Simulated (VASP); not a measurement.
NbVS3:

```
Nb V S
1.0
     4.56670    0.00000    0.00000
     0.00000    4.56670    0.00000
     0.00000    0.00000    4.56730
Nb V S
1 1 3
Direct
  0.00000 0.00000 0.48667
  0.50000 0.50000 0.99206
  0.50000 0.00000 0.48630
  0.00000 0.00000 0.98662
  0.00000 0.50000 0.48630
```

The cell was generated, and may not be a known phase.

| Item | Value |
| --- | --- |
| Program | VASP 6.6.1 |
| Task | relaxation of cell and atoms |
| Functional | PBE |
| Potentials or basis | VASP PAW PBE potentials, release 64 (Nb_sv, V_sv, S) |
| Cutoff | 600 eV |
| k mesh | 4 × 4 × 4 |
| Occupations | gaussian, width 0.1 eV |
| Spin | collinear spin, ferromagnetic start |
| Starting moments | [0.0, 2.0, 0.0, 0.0, 0.0] μB |

At the start: pressure 15.3 GPa; volume 19.05 Å³/atom.

Task: Where does the relaxation end?

Result: Over 65 steps the energy falls by 621.2 meV/atom and the volume is 25.75 Å³/atom (+35.2 %); space group Pm-3m (No. 221, to 0.1 Å) before, P4mm (No. 99, to 0.1 Å); moment 2.66 μB per cell.

The path:
| step | energy change (eV) | largest force (eV/Å) | pressure (GPa) | volume (Å³) |
| --- | --- | --- | --- | --- |
| 1 | 0.0000 | 0.0657 | 15.32 | 95.25 |
| 3 | 0.6277 | 0.0985 | -1.85 | 110.75 |
| 5 | 0.5874 | 0.0976 | -0.03 | 108.48 |
| 7 | 0.5866 | 0.1171 | 0.24 | 108.21 |
| 9 | 0.5779 | 0.2795 | 0.22 | 108.23 |
| 11 | -0.6691 | 0.8129 | 0.67 | 108.31 |
| 13 | -1.0641 | 2.0478 | 5.42 | 108.09 |
| 15 | -1.1043 | 1.5469 | 4.30 | 108.18 |
| 17 | -1.1044 | 1.5462 | 4.30 | 108.18 |
| 19 | -1.1045 | 1.5458 | 4.31 | 108.18 |
| 21 | -1.1049 | 1.5421 | 4.34 | 108.19 |
| 23 | -1.1059 | 1.5449 | 4.47 | 108.21 |
| 25 | -1.1059 | 1.5828 | 4.52 | 108.22 |
| 27 | -1.1094 | 1.5773 | 4.52 | 108.23 |
| 29 | -1.1251 | 1.5537 | 4.45 | 108.30 |
| 31 | -1.1870 | 1.5049 | 4.18 | 108.57 |
| 33 | -1.4210 | 1.4494 | 3.13 | 109.66 |
| 35 | -2.0362 | 0.9675 | 0.03 | 114.07 |
| 37 | -2.4923 | 1.7929 | -3.27 | 118.36 |
| 39 | -2.5743 | 0.5452 | 10.96 | 103.41 |
| 41 | -2.8915 | 0.4517 | 1.57 | 111.97 |
| 43 | -2.9377 | 0.4158 | -0.21 | 116.29 |
| 45 | -2.9904 | 0.9632 | -1.46 | 120.16 |
| 47 | -3.0633 | 0.4853 | 0.77 | 121.22 |
| 49 | -3.0674 | 0.2448 | 1.66 | 121.45 |
| 51 | -3.0843 | 0.2857 | 0.95 | 126.05 |
| 53 | -3.0898 | 0.1857 | 0.12 | 126.95 |
| 55 | -3.0941 | 0.2116 | -0.38 | 128.30 |
| 57 | -3.0995 | 0.1466 | -0.34 | 128.69 |
| 59 | -3.1012 | 0.0795 | -0.31 | 129.06 |
| 61 | -3.1033 | 0.1650 | -0.06 | 128.52 |
| 63 | -3.1040 | 0.0487 | 0.24 | 128.22 |
| 65 | -3.1060 | 0.0317 | 0.11 | 128.74 |

Final structure:
```
CELL_PARAMETERS angstrom
4.67239 0.00000 0.00000
0.00000 4.67239 0.00000
0.00000 0.00000 5.89702
ATOMIC_POSITIONS crystal
Nb 0.00000 0.00000 0.49079
V 0.50000 0.50000 0.41294
S 0.50000 0.00000 0.33938
S 0.00000 0.00000 0.85547
S 0.00000 0.50000 0.33938
```

Caveat: the volume moved by over 15 % at a fixed basis, so the end points are rough.
